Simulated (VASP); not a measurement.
# C (Fd-3m) in VASP: notebook, part 2 of 2

VASP 6.6.1. Earlier steps stand in the parts before.

## Step 3: Single point, PBE

Contents of INCAR:

```
  PREC = Accurate
  ENCUT = 600
  EDIFF = 1E-6
  ISMEAR = 0
  SIGMA = 0.01
  LREAL = False
  LASPH = True
  NELM = 120
  ALGO = Normal
  ISIF = 2
  LWAVE = False
  LCHARG = True
  GGA = PE
  LELF = True
  LVHAR = True
  NBANDS = 11
  GGA_COMPAT = False
```

Contents of KPOINTS:

```
regular mesh
0
Gamma
  5 5 5
```

Contents of POSCAR:

```
C
1.0
    0.0000000000      1.7801241411      1.7801241411
    1.7801241411      0.0000000000      1.7801241411
    1.7801241411      1.7801241411      0.0000000000
C
2
Direct
    0.0000000000      0.0000000000      0.0000000000
    0.2500000000      0.2500000000      0.2500000000
```

Potentials or basis: VASP PAW PBE potentials, release 64 (C).

On the command line:

```
cat potpaw_PBE.64/C/POTCAR > POTCAR
mpirun -np 1 vasp_std > vasp.out
```

OUTCAR:

```text
PREC = Accurate
   ENCUT = 600
   EDIFF = 1E-6
   ISMEAR = 0
   LREAL = False
   LASPH = True
   NELM = 120
   ISIF = 2
   GGA = PE

 ion  position               nearest neighbor table
   1  0.000  0.000  0.000-   2 1.54   2 1.54   2 1.54   2 1.54
   2  0.250  0.250  0.250-   1 1.54   1 1.54   1 1.54   1 1.54

  LATTYP: Found a face centered cubic cell.
 ALAT       =     3.5602482822

  Lattice vectors:

 A1 = (   0.0000000000,   1.7801241411,   1.7801241411)
 A2 = (   1.7801241411,   0.0000000000,   1.7801241411)
 A3 = (   1.7801241411,   1.7801241411,   0.0000000000)

Analysis of symmetry for initial positions (statically):
=====================================================================
 Subroutine PRICEL returns:
 Original cell was already a primitive cell.

 Routine SETGRP: Setting up the symmetry group for a
 face centered cubic supercell.

 Subroutine GETGRP returns: Found 48 space group operations
 (whereof 24 operations were pure point group operations)
 out of a pool of 48 trial point group operations.

The static configuration has the point symmetry T_d .
 The point group associated with its full space group is O_h .

Analysis of symmetry for dynamics (positions and initial velocities):
=====================================================================
 Subroutine PRICEL returns:
 Original cell was already a primitive cell.

 Routine SETGRP: Setting up the symmetry group for a
 face centered cubic supercell.

 Subroutine GETGRP returns: Found 48 space group operations
 (whereof 24 operations were pure point group operations)
 out of a pool of 48 trial point group operations.

The dynamic configuration has the point symmetry T_d .
 The point group associated with its full space group is O_h .

 Subroutine INISYM returns: Found 48 space group operations
 (whereof 24 operations are pure point group operations),
 and found     1 'primitive' translations

----------------------------------------------------------------------------------------

                                     Primitive cell

  volume of cell :      11.2819

  direct lattice vectors                    reciprocal lattice vectors
     0.000000000  1.780124141  1.780124141    -0.280879287  0.280879287  0.280879287
     1.780124141  0.000000000  1.780124141     0.280879287 -0.280879287  0.280879287
     1.780124141  1.780124141  0.000000000     0.280879287  0.280879287 -0.280879287

  length of vectors
     2.517475703  2.517475703  2.517475703     0.486497196  0.486497196  0.486497196

  position of ions in fractional coordinates (direct lattice)
     0.000000000  0.000000000  0.000000000
     0.250000000  0.250000000  0.250000000

  ion indices of the primitive-cell ions
   primitive index   ion index
                 1           1
                 2           2

----------------------------------------------------------------------------------------

 KPOINTS: regular mesh

Automatic generation of k-mesh.
 Grid dimensions read from file:
 generate k-points for:    5    5    5
[... 24 lines left out ...]
  0.200000  0.200000  0.000000      6.000000
  0.400000  0.200000  0.000000     24.000000
 -0.400000  0.200000  0.000000     24.000000
 -0.200000  0.200000  0.000000     12.000000
  0.400000  0.400000  0.000000      6.000000
 -0.400000  0.400000  0.000000     12.000000
 -0.400000  0.400000  0.200000     24.000000
   k-points           NKPTS =     10   k-points in BZ     NKDIM =     10   number of bands    NBANDS=     11
   number of dos      NEDOS =    301   number of ions     NIONS =      2
   total plane-waves  NPLWV =   8000
   dimension x,y,z NGX =    20 NGY =   20 NGZ =   20
   dimension x,y,z NGXF=    40 NGYF=   40 NGZF=   40
   ions per type =               2
   NGX,Y,Z   is equivalent  to a cutoff of  13.21, 13.21, 13.21 a.u.
   NGXF,Y,Z  is equivalent  to a cutoff of  26.41, 26.41, 26.41 a.u.
 SYSTEM =  unknown system
   PREC   = accura    normal or accurate (medium, high low for compatibility)
   ISTART =      0    job   : 0-new  1-cont  2-samecut
   ICHARG =      2    charge: 1-file 2-atom 10-const
   ISPIN  =      1    spin polarized calculation?
   LNONCOLLINEAR =      F non collinear calculations
   LSORBIT =      F    spin-orbit coupling
   LASPH  =      T    aspherical Exc in radial PAW
   ENCUT  =  600.0 eV  44.10 Ry    6.64 a.u.   5.03  5.03  5.03*2*pi/ulx,y,z
   NELM   =    120;   NELMIN=  2; NELMDL= -5     # of ELM steps
   EDIFF  = 0.1E-05   stopping-criterion for ELM
   LREAL  =      F    real-space projection
   EDIFFG = 0.1E-04   stopping-criterion for IOM
   NSW    =      0    number of steps for IOM
   IBRION =     -1    ionic relax: 0-MD 1-quasi-New 2-CG
   NFREE  =      0    steps in history (QN), initial steepest desc. (CG)
   ISIF   =      2    stress and relaxation
   ISYM   =      2    0-nonsym 1-usesym 2-fastsym
   POTIM  = 0.5000    time-step for ionic-motion
   TEBEG  =    0.0;   TEEND  =   0.0 temperature during run
   PSTRESS=    0.0 pullay stress
   NELECT =       8.0000    total number of electrons
   NUPDOWN=      -1.0000    fix difference up-down
   EMIN   =  10.00;   EMAX   =-10.00  energy-range for DOS
   EFERMI =   0.00;   METHOD = LEGACY
   ISMEAR =     0;   SIGMA  =   0.01  broadening in eV -4-tet -1-fermi 0-gaus
   EFERMI_NEDOS =   21; number of points for ismear=-14 and -15
   IALGO  =     38    algorithm
   IMIX   =      4    mixing-type and parameters
     AMIX     =   0.40;   BMIX     =  1.00
     AMIX_MAG =   1.60;   BMIX_MAG =  1.00
  volume/ion in A,a.u.               =       5.64        38.07
  Fermi-wavevector in a.u.,A,eV,Ry     =   1.459860  2.758735 28.996616  2.131191
  Thomas-Fermi vector in A             =   2.576377
   LORBIT       =      0    0 simple, 1 ext, 2 COOP (PROOUT), +10 PAW based schemes
   GGA     = PE    functional components
   LHFCALC =     F    Hartree Fock is set to
   AEXX    =    0.0000 exact exchange contribution
   IVDW    =     0    specifies the selected vdW correction
   LEPSILON=     F    determine dielectric tensor
   LRPA    =     F    only Hartree local field effects (RPA)
 non-spin polarized calculation
 Gauss-broadening in eV      SIGMA  =   0.01
  energy-cutoff  :      600.00
  volume of cell :       11.28
 maximum number of plane-waves:       384
   NGX =  9   NGY =  9   NGZ =  9

 number of electron       7.9999999 magnetization

 Free energy of the ion-electron system (eV)
  ---------------------------------------------------
  ext. energy  EPLUGINS =         0.00000000
  ---------------------------------------------------
  free energy    TOTEN  =       -18.15455280 eV

  energy without entropy =      -18.15455280  energy(sigma->0) =      -18.15455280

 E-fermi :   9.9150     XC(G=0): -13.2737

 val. band max:        9.8183572708   @ k =   0.0000   0.0000   0.0000
 cond. band min:      13.9953159572   @ k =   0.4000   0.4000   0.0000
 fundamental gap:      4.1769586864
 Fermi energy:         9.9150234964

 k-point     1 :       0.0000    0.0000    0.0000
  band No.  band energies     occupation
      1     -11.7359      2.00000
      2       9.8184      2.00000
      3       9.8184      2.00000
      4       9.8184      2.00000
      5      15.4209      0.00000
      6      15.4209      0.00000
      7      15.4209      0.00000
      8      23.2752      0.00000
      9      29.1797      0.00000
     10      36.4068      0.00000
     11      36.4068      0.00000
[... 113 lines left out ...]
 k-point    10 :      -0.4000    0.4000    0.2000
  band No.  band energies     occupation
      1      -4.7758      2.00000
      2      -0.3756      2.00000
      3       1.4533      2.00000
      4       3.4000      2.00000
      5      18.8023      0.00000
      6      19.6935      0.00000
      7      21.6374      0.00000
      8      24.9844      0.00000
      9      29.4164      0.00000
     10      32.5495      0.00000
     11      38.0254      0.00000

------------------------ aborting loop because EDIFF is reached ----------------------------------------

  FORCE on cell =-STRESS in cart. coord.  units (eV):
  Direction    XX          YY          ZZ          XY          YZ          ZX
  --------------------------------------------------------------------------------------
  -------------------------------------------------------------------------------------
  Total        0.3168512      0.3168512      0.3168512     -0.0000000     -0.0000000     -0.0000000
  in kB       44.9971580     44.9971580     44.9971580     -0.0000000     -0.0000000     -0.0000000
  external PRESSURE =      44.9971580 kB  Pullay stress =       0.0000000 kB

 VOLUME and BASIS-vectors are now :
 -----------------------------------------------------------------------------
  energy-cutoff  :      600.00
  volume of cell :       11.28
      direct lattice vectors                 reciprocal lattice vectors
     0.000000000  1.780124141  1.780124141    -0.280879287  0.280879287  0.280879287
     1.780124141  0.000000000  1.780124141     0.280879287 -0.280879287  0.280879287
     1.780124141  1.780124141  0.000000000     0.280879287  0.280879287 -0.280879287

 POSITION                                       TOTAL-FORCE (eV/Angst)
 -----------------------------------------------------------------------------------
      0.00000      0.00000      0.00000        -0.000000     -0.000000     -0.000000
      0.89006      0.89006      0.89006         0.000000      0.000000      0.000000
 -----------------------------------------------------------------------------------
    total drift:                                0.000000      0.000000      0.000000

  FREE ENERGIE OF THE ION-ELECTRON SYSTEM (eV)
  ---------------------------------------------------
  free  energy   TOTEN  =       -18.1545528031 eV

  energy  without entropy=      -18.1545528031  energy(sigma->0) =      -18.15455280
```

OSZICAR:

```text
N       E                     dE             d eps       ncg     rms          rms(c)
DAV:   1     0.135595122810E+00    0.13560E+00   -0.48552E+03   236   0.791E+02
DAV:   2    -0.184606286368E+02   -0.18596E+02   -0.18088E+02   294   0.129E+02
DAV:   3    -0.188101911069E+02   -0.34956E+00   -0.34888E+00   256   0.128E+01
DAV:   4    -0.188107206581E+02   -0.52955E-03   -0.52955E-03   246   0.622E-01
DAV:   5    -0.188107213637E+02   -0.70555E-06   -0.70558E-06   256   0.194E-02    0.559E+00
DAV:   6    -0.183186650705E+02    0.49206E+00   -0.25276E-01   223   0.357E+00    0.334E+00
DAV:   7    -0.181526080063E+02    0.16606E+00   -0.31167E-01   232   0.402E+00    0.759E-01
DAV:   8    -0.181544901375E+02   -0.18821E-02   -0.88154E-03   235   0.702E-01    0.444E-02
DAV:   9    -0.181545321138E+02   -0.41976E-04   -0.77625E-05   255   0.667E-02    0.244E-02
DAV:  10    -0.181545527516E+02   -0.20638E-04   -0.16224E-05   232   0.353E-02    0.553E-03
DAV:  11    -0.181545528031E+02   -0.51478E-07   -0.26815E-07   208   0.465E-03
   1 F= -.18154553E+02 E0= -.18154553E+02  d E =-.354112E-44
```

stdout:

```text
POSCAR found type information on POSCAR C
 POSCAR found :  1 types and       2 ions
 scaLAPACK will be used
 LDA part: xc-table for (Slater+PW92), standard interpolation
 POSCAR, INCAR and KPOINTS ok, starting setup
 FFT: planning ... GRIDC
 FFT: planning ... GRID_SOFT
 FFT: planning ... GRID
 WAVECAR not read
 entering main loop
```

It took 3.3 s on 1 thread of Intel Xeon 6975P-C, shared host; peak memory 0.11 GiB.

Results:

* Free energy: -18.1546 eV
* Pressure: 4.5 GPa
* Band gap on the k mesh: 4.18 eV, indirect (least direct gap 5.60 eV)

Levels at points of the mesh, in eV from the valence-band top:
```tsv
k point	band 1	band 2	band 3	band 4	band 5	band 6	band 7	band 8
(0.00, 0.00, 0.00)	-21.55	0.00	0.00	0.00	5.60	5.60	5.60	13.46
```

Caveat: the k points lie up to 0.61 Å⁻¹ apart.
